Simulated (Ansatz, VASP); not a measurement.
## C in VASP and in Ansatz

```xyz
8
Lattice="-1.2228 2.1167 0.0000 -1.2228 -2.1167 0.0000 -0.2446 0.0000 13.4706" Properties=species:S:1:pos:R:3 pbc="T T T"
C    -1.2228    1.7641    1.6838
C    -1.2228    1.7641    8.4192
C    -1.2228   -0.3527   11.7868
C    -1.2228   -0.3527    5.0515
C    -1.2228   -1.7641   11.7868
C    -1.2228   -1.7641    5.0515
C    -1.2228    0.3527    1.6838
C    -1.2228    0.3527    8.4192
```

Alike in both runs: task single point; functional LDA; k mesh 22 × 22 × 4; occupations gaussian, width 0.15 eV; no spin polarisation.

```csv
,VASP,Ansatz
version,VASP 6.6.1,Ansatz 0.2.0
potentials or method,"VASP PAW LDA potentials, release 64 (C), cutoff 520 eV","scalar-relativistic, plane waves, PAW"
valence electrons in the cell,32,32
```

```csv
,VASP,Ansatz,Ansatz less VASP
gap on the k mesh at the Fermi level (eV),none,none,-
pressure (GPa),0.8,0.0,-0.80
"traceless stress, the component that is largest in VASP (GPa)",-0.90,0.03,+0.923
rms of the force components (eV/Å),0.005,0.005,0.0000
```

LDA's correlation is that of Perdew and Zunger in VASP and of Perdew and Wang (1992) in Ansatz. Atom by atom the forces differ by 0.000 eV/Å (rms over components). A gap of «none» marks a metal or a gap that the smearing closes.
